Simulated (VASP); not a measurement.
A run of VASP 6.6.1:

File INCAR:

```
ALGO = Normal
EDIFF = 1E-7
ENCUT = 520
GGA = PS
ISIF = 2
ISMEAR = 0
LASPH = T
LCHARG = F
LREAL = F
LWAVE = F
NBANDS = 12
NELM = 60
PREC = Accurate
SIGMA = 0.05
```

Contents of KPOINTS:

```
k-points
0
Gamma
  10 10 4
```

The input POSCAR:

```
Hg
1.0
    3.2249965145      0.0006280071     -0.0000002152
    1.6115046936      2.7969417238      0.0000028781
    0.0087092224      1.7844333922      8.6146705231
Hg
1
Direct
    0.5000000000      0.0000000000      0.0000000000
```

Potentials or basis: VASP PAW PBE potentials, release 64 (Hg).

Run with:

```sh
$ cat potpaw_PBE.64/Hg/POTCAR > POTCAR
$ mpirun -np 1 vasp_std > vasp.out
```

Hardware: 1 thread of Oxide Virtual Turin-like Processor, with other jobs on the host.

Problem. How long does it take, and how much memory?

Solution. Run time: 2.9 min on 1 thread of Oxide Virtual Turin-like Processor (shared host), peak memory 0.29 GiB. Counts: scf iterations 14, k points 204.
